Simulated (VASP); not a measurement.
# BN (P6_3/mmc) in VASP: further runs, part 2 of 2

VASP 6.6.1. Earlier steps stand in the parts before.

## Step 4: Relaxation of cell and atoms, PBE, target pressure 90 GPa, at which the enthalpy is minimised

This run uses another cell than the first one, of 5.72 Å³/atom, 0.578 times its volume.

Contents of INCAR:

```
SYSTEM = BN
ALGO = Normal ; EDIFF = 1E-6
EDIFFG = -0.008 ; ENCUT = 600
GGA = PE ; IBRION = 2
ISIF = 3 ; ISMEAR = 0
LASPH = .True. ; LCHARG = .False.
LREAL = .False. ; LWAVE = .False.
NELM = 100 ; NSW = 70
PREC = Accurate ; PSTRESS = 900.0
SIGMA = 0.02
```

Contents of KPOINTS:

```
k-points
0
Gamma
  12 12 6
  0 0 0
```

Contents of POSCAR:

```
BN
1.0
    2.3829755847      0.0000000000      0.0000000000
   -1.1914877923      2.0637173929      0.0000000000
    0.0000000000      0.0000000000      4.6561759520
B N
2 2
Direct
    0.3333333333      0.6666666667      0.2500000000
    0.6666666667      0.3333333333      0.7500000000
    0.3333333333      0.6666666667      0.7500000000
    0.6666666667      0.3333333333      0.2500000000
```

Potentials or basis: VASP PAW PBE potentials, release 64 (B, N).

The run is started by

```sh
$ cat potpaw_PBE.64/B/POTCAR potpaw_PBE.64/N/POTCAR > POTCAR
$ mpirun -np 1 vasp_std > vasp.out
```

OUTCAR:

```text
SYSTEM = BN
   EDIFF = 1E-6
   EDIFFG = -0.008
   ENCUT = 600
   GGA = PE
   IBRION = 2
   ISIF = 3
   ISMEAR = 0
   LASPH = .True.
   LREAL = .False.
   NELM = 100
   NSW = 70
   PREC = Accurate
   PSTRESS = 900.0

 ion  position               nearest neighbor table
   1  0.333  0.667  0.250-   4 1.38   4 1.38   4 1.38
   2  0.667  0.333  0.750-   3 1.38   3 1.38   3 1.38
   3  0.333  0.667  0.750-   2 1.38   2 1.38   2 1.38
   4  0.667  0.333  0.250-   1 1.38   1 1.38   1 1.38

  LATTYP: Found a hexagonal cell.
 ALAT       =     2.3829755847
 C/A-ratio  =     1.9539335535

  Lattice vectors:

 A1 = (   2.3829755847,   0.0000000000,   0.0000000000)
 A2 = (  -1.1914877923,   2.0637173929,   0.0000000000)
 A3 = (   0.0000000000,   0.0000000000,   4.6561759520)

Analysis of symmetry for initial positions (statically):
=====================================================================
 Subroutine PRICEL returns:
 Original cell was already a primitive cell.

 Routine SETGRP: Setting up the symmetry group for a
 hexagonal supercell.

 Subroutine GETGRP returns: Found 24 space group operations
 (whereof 12 operations were pure point group operations)
 out of a pool of 24 trial point group operations.

The static configuration has the point symmetry D_3d.
 The point group associated with its full space group is D_6h.

Analysis of symmetry for dynamics (positions and initial velocities):
=====================================================================
 Subroutine PRICEL returns:
 Original cell was already a primitive cell.

 Routine SETGRP: Setting up the symmetry group for a
 hexagonal supercell.

 Subroutine GETGRP returns: Found 24 space group operations
 (whereof 12 operations were pure point group operations)
 out of a pool of 24 trial point group operations.

The dynamic configuration has the point symmetry D_3d.
 The point group associated with its full space group is D_6h.

 Subroutine INISYM returns: Found 24 space group operations
 (whereof 12 operations are pure point group operations),
 and found     1 'primitive' translations

----------------------------------------------------------------------------------------

                                     Primitive cell

  volume of cell :      22.8981

  direct lattice vectors                    reciprocal lattice vectors
     2.382975585  0.000000000  0.000000000     0.419643410  0.242281236  0.000000000
    -1.191487792  2.063717393  0.000000000     0.000000000  0.484562471  0.000000000
     0.000000000  0.000000000  4.656175952     0.000000000  0.000000000  0.214768516

  length of vectors
     2.382975585  2.382975585  4.656175952     0.484562471  0.484562471  0.214768516

  position of ions in fractional coordinates (direct lattice)
     0.333333333  0.666666667  0.250000000
     0.666666667  0.333333333  0.750000000
     0.333333333  0.666666667  0.750000000
     0.666666667  0.333333333  0.250000000

  ion indices of the primitive-cell ions
   primitive index   ion index
                 1           1
                 2           2
                 3           3
                 4           4

[... 60 lines left out ...]
   NGXF,Y,Z  is equivalent  to a cutoff of  27.91, 27.91, 28.56 a.u.
 SYSTEM =  BN
   PREC   = accura    normal or accurate (medium, high low for compatibility)
   ISTART =      0    job   : 0-new  1-cont  2-samecut
   ICHARG =      2    charge: 1-file 2-atom 10-const
   ISPIN  =      1    spin polarized calculation?
   LNONCOLLINEAR =      F non collinear calculations
   LSORBIT =      F    spin-orbit coupling
   LASPH  =      T    aspherical Exc in radial PAW
   ENCUT  =  600.0 eV  44.10 Ry    6.64 a.u.   4.76  4.76  9.30*2*pi/ulx,y,z
   NELM   =    100;   NELMIN=  2; NELMDL= -5     # of ELM steps
   EDIFF  = 0.1E-05   stopping-criterion for ELM
   LREAL  =      F    real-space projection
   EDIFFG = -.8E-02   stopping-criterion for IOM
   NSW    =     70    number of steps for IOM
   IBRION =      2    ionic relax: 0-MD 1-quasi-New 2-CG
   NFREE  =      1    steps in history (QN), initial steepest desc. (CG)
   ISIF   =      3    stress and relaxation
   ISYM   =      2    0-nonsym 1-usesym 2-fastsym
   POTIM  = 0.5000    time-step for ionic-motion
   TEBEG  =    0.0;   TEEND  =   0.0 temperature during run
   PSTRESS=  900.0 pullay stress
   NELECT =      16.0000    total number of electrons
   NUPDOWN=      -1.0000    fix difference up-down
   EMIN   =  10.00;   EMAX   =-10.00  energy-range for DOS
   EFERMI =   0.00;   METHOD = LEGACY
   ISMEAR =     0;   SIGMA  =   0.02  broadening in eV -4-tet -1-fermi 0-gaus
   EFERMI_NEDOS =   21; number of points for ismear=-14 and -15
   IALGO  =     38    algorithm
   IMIX   =      4    mixing-type and parameters
     AMIX     =   0.40;   BMIX     =  1.00
     AMIX_MAG =   1.60;   BMIX_MAG =  1.00
  volume/ion in A,a.u.               =       5.72        38.63
  Fermi-wavevector in a.u.,A,eV,Ry     =   1.452719  2.745242 28.713652  2.110394
  Thomas-Fermi vector in A             =   2.570069
   LORBIT       =      0    0 simple, 1 ext, 2 COOP (PROOUT), +10 PAW based schemes
   GGA     = PE    functional components
   LHFCALC =     F    Hartree Fock is set to
   AEXX    =    0.0000 exact exchange contribution
   IVDW    =     0    specifies the selected vdW correction
   LEPSILON=     F    determine dielectric tensor
   LRPA    =     F    only Hartree local field effects (RPA)
 conjugate gradient relaxation of ions
 non-spin polarized calculation
 Gauss-broadening in eV      SIGMA  =   0.02
  energy-cutoff  :      600.00
  volume of cell :       22.90
 maximum number of plane-waves:       799
 NGX is ok and might be reduce to    20
   NGX =  9   NGY =  9   NGZ = 19

--------------------------------------- Ionic step        1  -------------------------------------------

 number of electron      16.0000002 magnetization

 Free energy of the ion-electron system (eV)
  ---------------------------------------------------
  ext. energy  EPLUGINS =         0.00000000
  ---------------------------------------------------
  free energy    TOTEN  =       -33.03846248 eV

  energy without entropy =      -33.03846248  energy(sigma->0) =      -33.03846248

------------------------ aborting loop because EDIFF is reached ----------------------------------------

  FORCE on cell =-STRESS in cart. coord.  units (eV):
  Direction    XX          YY          ZZ          XY          YZ          ZX
  --------------------------------------------------------------------------------------
  -------------------------------------------------------------------------------------
  Total       15.4105403     15.4105403      9.4088502      0.0000000      0.0000000      0.0000000
  in kB     1078.2742846   1078.2742845    658.3364994      0.0000000      0.0000000      0.0000000
  external PRESSURE =      38.2950228 kB  Pullay stress =     900.0000000 kB
[... 307 lines left out ...]
--------------------------------------- Ionic step        9  -------------------------------------------

 number of electron      16.0000001 magnetization

 Free energy of the ion-electron system (eV)
  ---------------------------------------------------
  ext. energy  EPLUGINS =         0.00000000
  ---------------------------------------------------
  free energy    TOTEN  =       -32.68244733 eV

  energy without entropy =      -32.68244733  energy(sigma->0) =      -32.68244733

 E-fermi :   8.8720     XC(G=0): -13.0678

 val. band max:        8.7350101647   @ k =   0.1667   0.1667   0.0000
 cond. band min:      12.2061117743   @ k =   0.5000   0.0000   0.3333
 fundamental gap:      3.4711016096
 Fermi energy:         8.8719934744

 k-point     1 :       0.0000    0.0000    0.0000
  band No.  band energies     occupation
      1     -13.0105      2.00000
      2      -9.3511      2.00000
      3      -2.7026      2.00000
      4       5.4744      2.00000
      5       5.4744      2.00000
      6       6.5203      2.00000
      7       6.5203      2.00000
      8       8.0307      2.00000
      9      18.6119      0.00000
     10      18.6119      0.00000
     11      19.2844      0.00000
     12      20.4472      0.00000
[... 331 lines left out ...]
 k-point    24 :       0.3333    0.0000    0.1667
  band No.  band energies     occupation
      1     -10.4328      2.00000
      2      -8.0295      2.00000
      3      -0.8727      2.00000
      4       0.7321      2.00000
      5       1.2328      2.00000
      6       2.8674      2.00000
      7       4.0787      2.00000
      8       8.2182      2.00000
      9      13.8548      0.00000
     10      17.0391      0.00000
     11      18.9914      0.00000
     12      19.9169      0.00000

 [... further k-points ...]

------------------------ aborting loop because EDIFF is reached ----------------------------------------

  FORCE on cell =-STRESS in cart. coord.  units (eV):
  Direction    XX          YY          ZZ          XY          YZ          ZX
  --------------------------------------------------------------------------------------
  -------------------------------------------------------------------------------------
  Total       12.3620540     12.3620540     12.3311056      0.0000000      0.0000000      0.0000000
  in kB      901.0280109    901.0280108    898.7722910      0.0000000      0.0000000      0.0000000
  external PRESSURE =       0.2761042 kB  Pullay stress =     900.0000000 kB
[... 23 lines left out ...]
  energy  without entropy=      -32.6824473330  energy(sigma->0) =      -32.68244733

  enthalpy is  TOTEN    =       -20.3344976118 eV   P V=       12.3479497211

 reached required accuracy - stopping structural energy minimisation
```

OSZICAR:

```text
N       E                     dE             d eps       ncg     rms          rms(c)
DAV:   1     0.727154763127E+02    0.72715E+02   -0.99140E+03  1824   0.148E+03
DAV:   2    -0.333260512024E+02   -0.10604E+03   -0.96252E+02  2536   0.336E+02
DAV:   3    -0.369424585073E+02   -0.36164E+01   -0.35926E+01  2352   0.635E+01
DAV:   4    -0.369643102850E+02   -0.21852E-01   -0.21841E-01  2156   0.505E+00
[... 63 lines left out ...]
       N       E                     dE             d eps       ncg     rms          rms(c)
DAV:   1    -0.326824993331E+02    0.10449E-01   -0.20362E-03  1920   0.440E-01    0.422E-02
DAV:   2    -0.326824575257E+02    0.41807E-04   -0.68175E-05  2136   0.847E-02    0.187E-02
DAV:   3    -0.326824481350E+02    0.93908E-05   -0.24024E-05  2044   0.454E-02    0.579E-03
DAV:   4    -0.326824473330E+02    0.80202E-06   -0.19799E-06  1292   0.148E-02
   9 F= -.20334498E+02 E0= -.20334498E+02  d E =-.251121E-04
```

CONTCAR:

```text
BN
   1.00000000000000
     2.4188484652544400    0.0000000000297684   -0.0000000000000000
    -1.2094242325506872    2.0947842187016756    0.0000000000000000
     0.0000000000000000    0.0000000000000000    4.3382539431311891
  B               N
     2     2
Direct
     0.3333333332999970    0.6666666667000030    0.2500000000000000
     0.6666666667000030    0.3333333332999970    0.7500000000000000
     0.3333333332999970    0.6666666667000030    0.7500000000000000
     0.6666666667000030    0.3333333332999970    0.2500000000000000

  0.00000000E+00  0.00000000E+00  0.00000000E+00
  0.00000000E+00  0.00000000E+00  0.00000000E+00
  0.00000000E+00  0.00000000E+00  0.00000000E+00
  0.00000000E+00  0.00000000E+00  0.00000000E+00
```

Run time: 82 s. Hardware: 1 thread of Intel Xeon 6975P-C, shared host; peak memory 0.16 GiB.

What came out:

* Free energy: -32.6824 eV
* Relaxed volume: 5.50 Å³/atom
* Relaxed cell: a = 2.419 Å, b = 2.419 Å, c = 4.338 Å, α = 90.00°, β = 90.00°, γ = 120.00°
* Space group after relaxing (to 0.05 Å): P6_3/mmc (No. 194)
* Energy change on relaxing (the enthalpy is what falls): +89.0 meV/atom
* Ionic steps: 9
* Pressure after relaxing: 90.0 GPa
* Band gap on the k mesh: 3.47 eV, indirect (least direct gap 4.83 eV)

The path:
```
step  energy change (eV)  largest force (eV/Å)  pressure (GPa)  volume (Å³)
   1              0.0000                0.0000           93.83        22.90
   2             -0.2729                0.0000           59.83        23.31
   3             -0.2214                0.0000           73.29        23.15
   4              0.3961                0.0000           90.74        21.91
   5              0.3545                0.0000           89.53        21.98
   6              0.3416                0.0000           89.16        22.01
   7              0.3524                0.0000           90.56        21.99
   8              0.3455                0.0000           89.69        22.00
   9              0.3560                0.0000           90.03        21.98
```

Final structure:
```
B N
1.0
     2.41885    0.00000    0.00000
    -1.20942    2.09478    0.00000
     0.00000    0.00000    4.33825
B N
2 2
Direct
  0.33333 0.66667 0.25000
  0.66667 0.33333 0.75000
  0.33333 0.66667 0.75000
  0.66667 0.33333 0.25000
```

Caveat: the cell is relaxed towards a set pressure, so the enthalpy falls and the energy may rise. A k mesh can miss the band edges.

## Step 5: Relaxation of cell and atoms, PBE, target pressure 12 GPa, at which the enthalpy is minimised

This run uses another cell than the first one, of 8.11 Å³/atom, 0.818 times its volume.

Contents of INCAR:

```
SYSTEM = BN
ALGO = Normal ; EDIFF = 1E-7
EDIFFG = -0.008 ; ENCUT = 600
GGA = PE ; IBRION = 2
ISIF = 3 ; ISMEAR = 0
LASPH = .TRUE. ; LCHARG = .FALSE.
LREAL = .FALSE. ; LWAVE = .FALSE.
NELM = 60 ; NSW = 70
PREC = Accurate ; PSTRESS = 120.0
SIGMA = 0.02
```

Contents of KPOINTS:

```
k-points
0
G
  12 12 4
  0 0 0
```

Contents of POSCAR:

```
BN
1.0
    2.4374496300      0.0000000000      0.0000000000
   -1.2187248150      2.1108933000      0.0000000000
    0.0000000000      0.0000000000      6.3020215812
B N
2 2
Direct
    0.3333333333      0.6666666667      0.2500000000
    0.6666666667      0.3333333333      0.7500000000
    0.3333333333      0.6666666667      0.7500000000
    0.6666666667      0.3333333333      0.2500000000
```

The run is started by

```sh
$ cat potpaw_PBE.64/B/POTCAR potpaw_PBE.64/N/POTCAR > POTCAR
$ mpirun -np 1 vasp_std > vasp.out
```

Run time: 82 s. Hardware: 1 thread of Intel Xeon 6975P-C, shared host; peak memory 0.16 GiB.

The run converged. Its results:

| Quantity | Value |
| --- | --- |
| Free energy | -34.9467 eV |
| Relaxed volume | 7.74 Å³/atom |
| Relaxed cell | a = 2.490 Å, b = 2.490 Å, c = 5.769 Å, α = 90.00°, β = 90.00°, γ = 120.00° |
| Space group after relaxing (to 0.05 Å) | P6_3/mmc (No. 194) |
| Energy change on relaxing (the enthalpy is what falls) | -16.7 meV/atom |
| Ionic steps | 9 |
| Pressure after relaxing | 12.0 GPa |
| Band gap on the k mesh | 4.10 eV, indirect (least direct gap 4.33 eV) |

Stress tensor (GPa, compression positive):
```
12.07  0.00  0.00
 0.00 12.07  0.00
 0.00  0.00 11.99
```

Step by step:
```tsv
step	energy change (eV)	largest force (eV/Å)	pressure (GPa)	volume (Å³)
1	0.0000	0.0000	27.54	32.43
2	0.0280	0.0000	-19.50	36.18
3	-0.2076	0.0000	8.51	33.68
4	-0.2040	0.0000	9.20	33.63
5	-0.1860	0.0000	9.58	33.13
6	-0.1224	0.0000	10.91	31.80
7	0.1098	0.0000	15.54	29.16
8	-0.0757	0.0000	11.88	31.09
9	-0.0667	0.0000	12.05	30.97
```

Final structure:
```
B N
1.0
     2.48965    0.00000    0.00000
    -1.24483    2.15610    0.00000
     0.00000    0.00000    5.76875
B N
2 2
Cartesian
  0.0000 1.4374 1.4422
  1.2448 0.7187 4.3266
  0.0000 1.4374 4.3266
  1.2448 0.7187 1.4422
```

Levels at points of the mesh, in eV from the valence-band top:
```
           k point  band 6  band 7  band 8  band 9  band 10  band 11
(0.00, 0.00, 0.00)   -1.44   -1.30   -1.30    6.39    11.47    11.47
(0.50, 0.00, 0.00)   -4.12   -2.16   -0.22    4.11     6.44     9.82
(0.00, 0.00, 0.50)   -1.37   -1.37   -1.37    9.50     9.50    11.64
(0.50, 0.00, 0.50)   -4.23   -1.05   -1.05    4.66     4.66    10.10
```

Caveat: the cell is relaxed towards a set pressure, so the enthalpy falls and the energy may rise; this functional lacks dispersion, which binds the layers, so the pressure and a relaxed spacing across them are unreliable.

## Step 6: Relaxation of cell and atoms, PBE, target pressure 50 GPa, at which the enthalpy is minimised

This run uses another cell than the first one, of 6.46 Å³/atom, 0.652 times its volume.

Contents of INCAR:

```
SYSTEM = BN
PREC     = Accurate       ! precision mode
ENCUT    = 600            ! plane-wave cutoff, eV
EDIFF    = 1E-6           ! SCF threshold, eV
ISMEAR   = 0              ! smearing method
SIGMA    = 0.02           ! smearing width, eV
LREAL    = .FALSE.        ! projectors in reciprocal space
LASPH    = .TRUE.         ! aspherical terms in the spheres
NELM     = 80             ! most SCF steps
ALGO     = Normal         ! electronic algorithm
ISIF     = 3              ! what is computed and relaxed
LWAVE    = .FALSE.        ! write WAVECAR
LCHARG   = .FALSE.        ! write CHGCAR
GGA      = PE             ! functional
IBRION   = 2              ! ionic algorithm
NSW      = 70             ! ionic steps
EDIFFG   = -0.008         ! ionic threshold
PSTRESS  = 500.0
```

Contents of KPOINTS:

```
regular mesh
0
G
  12 12 6
  0 0 0
```

Contents of POSCAR:

```
BN
1.0
    2.4071875748      0.0000000000      0.0000000000
   -1.2035937874      2.0846855915      0.0000000000
    0.0000000000      0.0000000000      5.1485823436
B N
2 2
Direct
    0.3333333333      0.6666666667      0.2500000000
    0.6666666667      0.3333333333      0.7500000000
    0.3333333333      0.6666666667      0.7500000000
    0.6666666667      0.3333333333      0.2500000000
```

Potentials or basis: VASP PAW PBE potentials, release 64 (B, N).

The run is started by

```sh
$ cat potpaw_PBE.64/B/POTCAR potpaw_PBE.64/N/POTCAR > POTCAR
$ mpirun -np 1 vasp_std > vasp.out
```

Run time: 87 s. Hardware: 1 thread of Intel Xeon 6975P-C, shared host; peak memory 0.16 GiB.

The run converged. Its results:

| Property | Result |
| --- | --- |
| Free energy | -33.8837 eV |
| Relaxed volume | 6.20 Å³/atom |
| Relaxed cell | a = 2.448 Å, b = 2.448 Å, c = 4.779 Å, α = 90.00°, β = 90.00°, γ = 120.00° |
| Space group after relaxing (to 0.05 Å) | P6_3/mmc (No. 194) |
| Energy change on relaxing (the enthalpy is what falls) | +41.3 meV/atom |
| Ionic steps | 11 |
| Pressure after relaxing | 49.9 GPa |
| Band gap on the k mesh | 3.70 eV, indirect (least direct gap 4.52 eV) |

Stress tensor (GPa, compression positive):
```
49.98  0.00  0.00
 0.00 49.98  0.00
 0.00  0.00 49.82
```

Step by step:
```tsv
step	energy change (eV)	largest force (eV/Å)	pressure (GPa)	volume (Å³)
1	0.0000	0.0000	59.42	25.84
2	-0.3350	0.0000	14.80	27.23
3	-0.2482	0.0000	40.00	26.39
4	-0.0155	0.0000	45.22	25.41
5	0.1358	0.0000	48.62	24.89
6	0.1628	0.0000	49.23	24.80
7	0.1529	0.0000	48.98	24.83
8	0.1792	0.0000	51.84	24.75
9	0.1603	0.0000	49.83	24.81
10	0.1602	0.0000	49.81	24.81
11	0.1654	0.0000	49.93	24.79
```

Final structure:
```
CELL_PARAMETERS angstrom
2.44760 0.00000 0.00000
-1.22380 2.11968 0.00000
0.00000 0.00000 4.77850
ATOMIC_POSITIONS crystal
B 0.33333 0.66667 0.25000
B 0.66667 0.33333 0.75000
N 0.33333 0.66667 0.75000
N 0.66667 0.33333 0.25000
```

Levels at points of the mesh, in eV from the valence-band top:
```
           k point  band 4  band 5  band 6  band 7  band 8  band 9  band 10  band 11  band 12
(0.00, 0.00, 0.00)   -2.25   -2.25   -1.69   -1.69   -1.61    8.87    10.78    10.78    11.90
(0.50, 0.00, 0.00)   -9.62   -5.39   -4.58   -4.24   -0.99    4.57     8.15     8.91    10.67
(0.00, 0.00, 0.50)   -6.02   -1.98   -1.98   -1.98   -1.98   11.29    11.29    11.29    11.29
(0.50, 0.00, 0.50)  -10.18   -5.00   -5.00   -1.63   -1.63    4.35     4.35    10.00    10.00
```

Caveat: the cell is relaxed towards a set pressure, so the enthalpy falls and the energy may rise.

## Step 7: Summary

| task | cell | k mesh | cutoff (eV) | gap on the mesh (eV) | pressure (GPa) |
| --- | --- | --- | --- | --- | --- |
| single point | a = 2.510, b = 2.510, c = 7.264 Å, angles 90.0, 90.0, 120.0°, 4 atoms | 12 × 12 × 4 | 520 | 4.40 | 1.0 |
| relaxation of cell and atoms | relaxed to 25 GPa from a = 2.424, b = 2.424, c = 5.635 Å, angles 90.0, 90.0, 120.0°, 4 atoms | 12 × 12 × 4 | 600 | 3.89 | 25.0 |
| relaxation of cell and atoms | relaxed to 90 GPa from a = 2.383, b = 2.383, c = 4.656 Å, angles 90.0, 90.0, 120.0°, 4 atoms | 12 × 12 × 6 | 600 | 3.47 | 90.0 |
| relaxation of cell and atoms | relaxed to 12 GPa from a = 2.437, b = 2.437, c = 6.302 Å, angles 90.0, 90.0, 120.0°, 4 atoms | 12 × 12 × 4 | 600 | 4.10 | 12.0 |
| relaxation of cell and atoms | relaxed to 50 GPa from a = 2.407, b = 2.407, c = 5.149 Å, angles 90.0, 90.0, 120.0°, 4 atoms | 12 × 12 × 6 | 600 | 3.70 | 49.9 |

Alike in all rows: level PBE; potentials or basis VASP PAW PBE potentials, release 64 (B, N); no spin polarisation; smearing gaussian 0.02 eV.

Caveats: the cell is relaxed towards a set pressure, so the enthalpy falls and the energy may rise (some runs); this functional lacks dispersion, which binds the layers, so the pressure and a relaxed spacing across them are unreliable (some runs).

Absolute energies hang on the potentials; compare differences alone.
